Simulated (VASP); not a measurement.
# Ni (C2/c) in VASP: notebook

The runs below take Ni through single point, with PBE.

Program: VASP 6.6.1. These are calculated values, not measurements. Logs are shortened: lines on timing, memory, paths and dates and some standing lists are left out, and cuts for length are marked.

## Step 1: The cell of the first run

The typed cell holds 2 atoms: a = 4.509 Å, b = 4.509 Å, c = 2.583 Å, α = 97.88°, β = 97.88°, γ = 147.44°.

## Step 2: Single point, PBE (12.33 Å³/atom)

The input, INCAR:

```
PREC = Accurate
ENCUT = 520
EDIFF = 1E-6
ISMEAR = -1
SIGMA = 0.1
LREAL = False
LASPH = True
NELM = 80
ALGO = Normal
ISIF = 2
LWAVE = False
LCHARG = True
GGA = PE
LELF = True
LVHAR = True
NBANDS = 17
```

The input, KPOINTS:

```
regular mesh
0
Gamma
  17 17 16
```

The input, POSCAR:

```
Ni
1.0
   -3.0602152727      3.0605797371      1.2639438609
    3.0605797371     -3.0602152727      1.2639438609
    1.5933357371      1.5933357371     -1.2632763436
Ni
2
Direct
    0.0000238181      0.9999761819      0.0000000000
    0.7499761819      0.2500238181      0.5000000000
```

Potentials or basis: VASP PAW PBE potentials, release 64 (Ni).

On the command line:

```
> cat potpaw_PBE.64/Ni/POTCAR > POTCAR
> mpirun -np 1 vasp_std > vasp.out
```

OUTCAR:

```text
PREC = Accurate
   ENCUT = 520
   EDIFF = 1E-6
   ISMEAR = -1
   LREAL = False
   LASPH = True
   NELM = 80
   ISIF = 2
   GGA = PE

 ion  position               nearest neighbor table
   1  0.000  1.000  0.000-   2 2.52   2 2.52   2 2.52   2 2.52
   2  0.750  0.250  0.500-   1 2.52   1 2.52   1 2.52   1 2.52

  LATTYP: Found a base centered monoclinic cell.
 ALAT       =     2.5278877743
 B/A-ratio  =     3.4242466787
 C/A-ratio  =     1.0219100888
 COS(beta)  =    -0.4888435611

  Lattice vectors:

 A1 = (  -3.0602152727,   3.0605797371,   1.2639438609)
 A2 = (   3.0605797371,  -3.0602152727,   1.2639438609)
 A3 = (   1.5933357371,   1.5933357371,  -1.2632763436)

Analysis of symmetry for initial positions (statically):
=====================================================================
 Subroutine PRICEL returns:
 Original cell was already a primitive cell.

 Routine SETGRP: Setting up the symmetry group for a
 base centered monoclinic supercell.

 Subroutine GETGRP returns: Found  4 space group operations
 (whereof  2 operations were pure point group operations)
 out of a pool of  4 trial point group operations.

The static configuration has the point symmetry C_2 .
 The point group associated with its full space group is C_2h.

Analysis of symmetry for dynamics (positions and initial velocities):
=====================================================================
 Subroutine PRICEL returns:
 Original cell was already a primitive cell.

 Routine SETGRP: Setting up the symmetry group for a
 base centered monoclinic supercell.

 Subroutine GETGRP returns: Found  4 space group operations
 (whereof  2 operations were pure point group operations)
 out of a pool of  4 trial point group operations.

The dynamic configuration has the point symmetry C_2 .
 The point group associated with its full space group is C_2h.

 Subroutine INISYM returns: Found  4 space group operations
 (whereof  2 operations are pure point group operations),
 and found     1 'primitive' translations

----------------------------------------------------------------------------------------

                                     Primitive cell

  volume of cell :      24.6560

  direct lattice vectors                    reciprocal lattice vectors
    -3.060215273  3.060579737  1.263943861     0.075114006  0.238491475  0.395541975
     3.060579737 -3.060215273  1.263943861     0.238491475  0.075114006  0.395541975
     1.593335737  1.593335737 -1.263276344     0.313771190  0.313771190 -0.000090477

  length of vectors
     4.508837980  4.508837980  2.583274020     0.467946313  0.467946313  0.443739482

  position of ions in fractional coordinates (direct lattice)
     0.000023818  0.999976182  0.000000000
     0.749976182  0.250023818  0.500000000

  ion indices of the primitive-cell ions
   primitive index   ion index
                 1           1
                 2           2

----------------------------------------------------------------------------------------

 KPOINTS: regular mesh

Automatic generation of k-mesh.
 Grid dimensions read from file:
 generate k-points for:   17   17   16

 Generating k-lattice:

  Cartesian coordinates                     Fractional coordinates (reciprocal lattice)
     0.004418471  0.014028910  0.023267175     0.058823529 -0.000000000 -0.000000000
     0.014028910  0.004418471  0.023267175    -0.000000000  0.058823529 -0.000000000
     0.019610699  0.019610699 -0.000005655     0.000000000  0.000000000  0.062500000

  Length of vectors
     0.027526254  0.027526254  0.027733718

  Shift w.r.t. Gamma in fractional coordinates (k-lattice)
     0.000000000  0.000000000  0.000000000

 Subroutine IBZKPT returns following result:
 ===========================================

 Found   1233 irreducible k-points:

 Following reciprocal coordinates:
            Coordinates               Weight
  0.000000  0.000000  0.000000      1.000000
  0.058824  0.000000 -0.000000      4.000000
  0.117647  0.000000  0.000000      4.000000
  0.176471  0.000000  0.000000      4.000000
  0.235294  0.000000  0.000000      4.000000
  0.294118 -0.000000  0.000000      4.000000
[... 16 lines left out ...]
 -0.176471  0.058824 -0.000000      4.000000
 -0.117647  0.058824  0.000000      4.000000
 [... further k-points ...]
   k-points           NKPTS =   1233   k-points in BZ     NKDIM =   1233   number of bands    NBANDS=     17
   number of dos      NEDOS =    301   number of ions     NIONS =      2
   total plane-waves  NPLWV =  25920
   dimension x,y,z NGX =    36 NGY =   36 NGZ =   20
   dimension x,y,z NGXF=    72 NGYF=   72 NGZF=   40
   ions per type =               2
   NGX,Y,Z   is equivalent  to a cutoff of  13.27, 13.27, 12.87 a.u.
   NGXF,Y,Z  is equivalent  to a cutoff of  26.55, 26.55, 25.74 a.u.
 SYSTEM =  unknown system
   PREC   = accura    normal or accurate (medium, high low for compatibility)
   ISTART =      0    job   : 0-new  1-cont  2-samecut
   ICHARG =      2    charge: 1-file 2-atom 10-const
   ISPIN  =      1    spin polarized calculation?
   LNONCOLLINEAR =      F non collinear calculations
   LSORBIT =      F    spin-orbit coupling
   LASPH  =      T    aspherical Exc in radial PAW
   ENCUT  =  520.0 eV  38.22 Ry    6.18 a.u.   8.38  8.38  4.80*2*pi/ulx,y,z
   NELM   =     80;   NELMIN=  2; NELMDL= -5     # of ELM steps
   EDIFF  = 0.1E-05   stopping-criterion for ELM
   LREAL  =      F    real-space projection
   EDIFFG = 0.1E-04   stopping-criterion for IOM
   NSW    =      0    number of steps for IOM
   IBRION =     -1    ionic relax: 0-MD 1-quasi-New 2-CG
   NFREE  =      0    steps in history (QN), initial steepest desc. (CG)
   ISIF   =      2    stress and relaxation
   ISYM   =      2    0-nonsym 1-usesym 2-fastsym
   POTIM  = 0.5000    time-step for ionic-motion
   TEBEG  =    0.0;   TEEND  =   0.0 temperature during run
   PSTRESS=    0.0 pullay stress
   NELECT =      20.0000    total number of electrons
   NUPDOWN=      -1.0000    fix difference up-down
   EMIN   =  10.00;   EMAX   =-10.00  energy-range for DOS
   EFERMI =   0.00;   METHOD = LEGACY
   ISMEAR =    -1;   SIGMA  =   0.10  broadening in eV -4-tet -1-fermi 0-gaus
   EFERMI_NEDOS =   21; number of points for ismear=-14 and -15
   IALGO  =     38    algorithm
   IMIX   =      4    mixing-type and parameters
     AMIX     =   0.40;   BMIX     =  1.00
     AMIX_MAG =   1.60;   BMIX_MAG =  1.00
  volume/ion in A,a.u.               =      12.33        83.19
  Fermi-wavevector in a.u.,A,eV,Ry     =   1.526783  2.885201 31.716082  2.331066
  Thomas-Fermi vector in A             =   2.634769
   LORBIT       =      0    0 simple, 1 ext, 2 COOP (PROOUT), +10 PAW based schemes
   GGA     = PE    functional components
[... 5 lines left out ...]
 non-spin polarized calculation
  energy-cutoff  :      520.00
  volume of cell :       24.66
 maximum number of plane-waves:       686
 NGX is ok and might be reduce to    36
   NGX = 17   NGY = 17   NGZ =  9

 number of electron      20.0000010 magnetization

 Free energy of the ion-electron system (eV)
  ---------------------------------------------------
  ext. energy  EPLUGINS =         0.00000000
  ---------------------------------------------------
  free energy    TOTEN  =       -10.62859413 eV

  energy without entropy =      -10.43976687  energy(sigma->0) =      -10.53418050

 E-fermi :   7.5577     XC(G=0): -12.5240

 val. band max:        7.5577229890   @ k =  -0.1765  -0.2353   0.3125
 cond. band min:       7.5580058517   @ k =  -0.2353   0.4706   0.3125
 fundamental gap:      0.0002828627
 Fermi energy:         7.5577479286

 k-point     1 :       0.0000    0.0000    0.0000
  band No.  band energies     occupation
      1      -0.4647      2.00000
      2       3.7427      2.00000
      3       5.6420      2.00000
      4       5.9082      2.00000
      5       6.2429      2.00000
      6       6.2597      2.00000
[... 9 lines left out ...]
     16      31.5234      0.00000
     17      32.2050      0.00000

 k-point     2 :       0.0588    0.0000   -0.0000
  band No.  band energies     occupation
      1      -0.3434      2.00000
      2       3.8119      2.00000
      3       5.6643      2.00000
      4       5.9343      2.00000
      5       6.2151      2.00000
      6       6.2393      2.00000
[... 9 lines left out ...]
     16      30.2964      0.00000
     17      31.0310      0.00000

 k-point     3 :       0.1176    0.0000    0.0000
  band No.  band energies     occupation
      1       0.0160      2.00000
      2       4.0053      2.00000
      3       5.6934      2.00000
      4       5.9569      2.00000
      5       6.0231      2.00000
      6       6.1267      2.00000
[... 9 lines left out ...]
     16      28.1242      0.00000
     17      30.2978      0.00000

 k-point     4 :       0.1765    0.0000    0.0000
  band No.  band energies     occupation
      1       0.5976      2.00000
      2       4.2731      2.00000
      3       5.4468      2.00000
      4       5.7864      2.00000
      5       5.9464      2.00000
      6       6.0452      2.00000
[... 9 lines left out ...]
     16      26.5468      0.00000
     17      29.1452      0.00000

 k-point     5 :       0.2353    0.0000    0.0000
  band No.  band energies     occupation
      1       1.3672      2.00000
      2       4.5057      2.00000
      3       5.1081      2.00000
      4       5.6833      2.00000
      5       5.8049      2.00000
      6       6.2071      2.00000
[... 9 lines left out ...]
     16      25.4344      0.00000
     17      28.1064      0.00000

 k-point     6 :       0.2941   -0.0000    0.0000
  band No.  band energies     occupation
      1       2.2523      2.00000
      2       4.5568      2.00000
      3       4.8851      2.00000
      4       5.6401      2.00000
      5       5.7046      2.00000
      6       6.4050      1.99998
[... 9 lines left out ...]
     16      24.4386      0.00000
     17      27.1892      0.00000

 k-point     7 :       0.3529   -0.0000    0.0000
  band No.  band energies     occupation
      1       3.1003      2.00000
      2       4.4580      2.00000
      3       4.7503      2.00000
      4       5.5560      2.00000
      5       5.8367      2.00000
      6       6.3942      1.99998
[... 9 lines left out ...]
     16      23.6192      0.00000
     17      26.4119      0.00000

 k-point     8 :       0.4118    0.0000    0.0000
  band No.  band energies     occupation
      1       3.6860      2.00000
      2       4.3511      2.00000
      3       4.6545      2.00000
      4       5.4980      2.00000
      5       6.1430      2.00000
      6       6.3501      1.99999
[... 9 lines left out ...]
     16      23.0349      0.00000
     17      25.7159      0.00000
[... 203 lines left out ...]
      1       3.2082      2.00000
      2       4.3791      2.00000
      3       4.7927      2.00000
      4       5.5066      2.00000
      5       5.8867      2.00000
      6       6.3840      1.99998
[... 9 lines left out ...]
     16      23.6465      0.00000
     17      26.3088      0.00000

 k-point    20 :      -0.3529    0.0588    0.0000
  band No.  band energies     occupation
      1       2.3854      2.00000
      2       4.4539      2.00000
      3       4.9256      2.00000
      4       5.6016      2.00000
      5       5.6785      2.00000
      6       6.4197      1.99998
[... 9 lines left out ...]
     16      24.4790      0.00000
     17      27.0770      0.00000

 k-point    21 :      -0.2941    0.0588   -0.0000
  band No.  band energies     occupation
      1       1.4969      2.00000
      2       4.4042      2.00000
      3       5.1140      2.00000
      4       5.6256      2.00000
      5       5.7682      2.00000
      6       6.2507      2.00000
[... 9 lines left out ...]
     16      25.4917      0.00000
     17      27.9291      0.00000

 k-point    22 :      -0.2353    0.0588    0.0000
  band No.  band energies     occupation
      1       0.7091      2.00000
      2       4.1859      2.00000
      3       5.4142      2.00000
      4       5.7055      2.00000
      5       5.9266      2.00000
      6       6.0815      2.00000
[... 9 lines left out ...]
     16      26.6365      0.00000
     17      28.8518      0.00000

 k-point    23 :      -0.1765    0.0588   -0.0000
  band No.  band energies     occupation
      1       0.1027      2.00000
      2       3.9351      2.00000
      3       5.6555      2.00000
      4       5.9281      2.00000
      5       5.9738      2.00000
      6       6.1132      2.00000
[... 9 lines left out ...]
     16      28.4799      0.00000
     17      29.5804      0.00000

 k-point    24 :      -0.1176    0.0588    0.0000
  band No.  band energies     occupation
      1      -0.2845      2.00000
      2       3.7630      2.00000
      3       5.6443      2.00000
      4       5.9332      2.00000
      5       6.2102      2.00000
      6       6.2564      2.00000
[... 9 lines left out ...]
     16      29.9655      0.00000
     17      30.6841      0.00000

 [... further k-points ...]

------------------------ aborting loop because EDIFF is reached ----------------------------------------

  FORCE on cell =-STRESS in cart. coord.  units (eV):
  Direction    XX          YY          ZZ          XY          YZ          ZX
  --------------------------------------------------------------------------------------
  -------------------------------------------------------------------------------------
  Total       -2.5532000     -2.5532000     -2.4491384     -0.0244131     -0.0023407     -0.0023406
  in kB     -165.9101125   -165.9101125   -159.1480646     -1.5863925     -0.1520993     -0.1520965
  external PRESSURE =    -163.6560966 kB  Pullay stress =       0.0000000 kB

 VOLUME and BASIS-vectors are now :
 -----------------------------------------------------------------------------
  energy-cutoff  :      520.00
  volume of cell :       24.66
      direct lattice vectors                 reciprocal lattice vectors
    -3.060215273  3.060579737  1.263943861     0.075114006  0.238491475  0.395541975
     3.060579737 -3.060215273  1.263943861     0.238491475  0.075114006  0.395541975
     1.593335737  1.593335737 -1.263276344     0.313771190  0.313771190 -0.000090477

 POSITION                                       TOTAL-FORCE (eV/Angst)
 -----------------------------------------------------------------------------------
      3.06043     -3.06007      1.26394         0.000858     -0.000858     -0.000000
     -0.73320      2.32690      0.63231        -0.000858      0.000858      0.000000
 -----------------------------------------------------------------------------------
    total drift:                                0.000000      0.000000     -0.000000

  FREE ENERGIE OF THE ION-ELECTRON SYSTEM (eV)
  ---------------------------------------------------
  free  energy   TOTEN  =       -10.6285941338 eV

  energy  without entropy=      -10.4397668691  energy(sigma->0) =      -10.53418050
```

Run time: 6.6 min. Hardware: 1 thread of Intel Xeon Platinum 8259CL at 2.50GHz (Skylake/Cascade Lake), shared host; peak memory 0.53 GiB.

Results:

```
Free energy            : -10.6286 eV
Pressure               : -16.4 GPa
Band gap on the k mesh : zero (bands 10 and 11 overlap by 0.61 eV)
```

Levels at points of the mesh, in eV from the Fermi level:
```
           k point  band 6  band 7  band 8  band 9  band 10  band 11  band 12  band 13  band 14  band 15
(0.00, 0.00, 0.00)   -1.30   -1.25   -1.11   -0.48    -0.45    -0.20    -0.03     4.83    20.97    23.12
(0.00, 0.00, 0.50)   -2.04   -0.46   -0.46    0.03     0.03     2.11     2.11     9.99     9.99    10.22
```

Caveat: the cell stands under tension; the run has no spin polarisation, though such a crystal can be magnetic. Spin polarisation is off, so any magnetic state and its effect on volume and gap are missing.

(Continued in part 2 of 3.)
